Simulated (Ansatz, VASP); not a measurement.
## Os: VASP beside Ansatz

```
Os
1.0
    -1.59266    1.59266    1.59266
     1.59266   -1.59266    1.59266
     1.59266    1.59266   -1.59266
Os
1
Direct
  0.00000 0.00000 0.00000
```

Alike in both runs: functional PBE; k mesh 19 × 19 × 19; occupations fermi-dirac, width 0.05 eV; no spin polarisation.

Ansatz relaxed the structure, and its values are those at the end. VASP's run is a single point on that final structure, the one shown.

|  | VASP | Ansatz |
| --- | --- | --- |
| version | VASP 6.6.1 | Ansatz 0.2.0 |
| potentials or method | VASP PAW PBE potentials, release 64 (Os), cutoff 600 eV | all-electron LAPW, non-relativistic |

```csv
,VASP,Ansatz,Ansatz less VASP
pressure (GPa),-25.5,0.0,+25.51
```

One of these differences is far larger than is usual between the two programs; its cause wasn't traced. Ansatz ran all-electron here, and VASP with PAW potentials.

Neither program's run includes spin-orbit coupling.
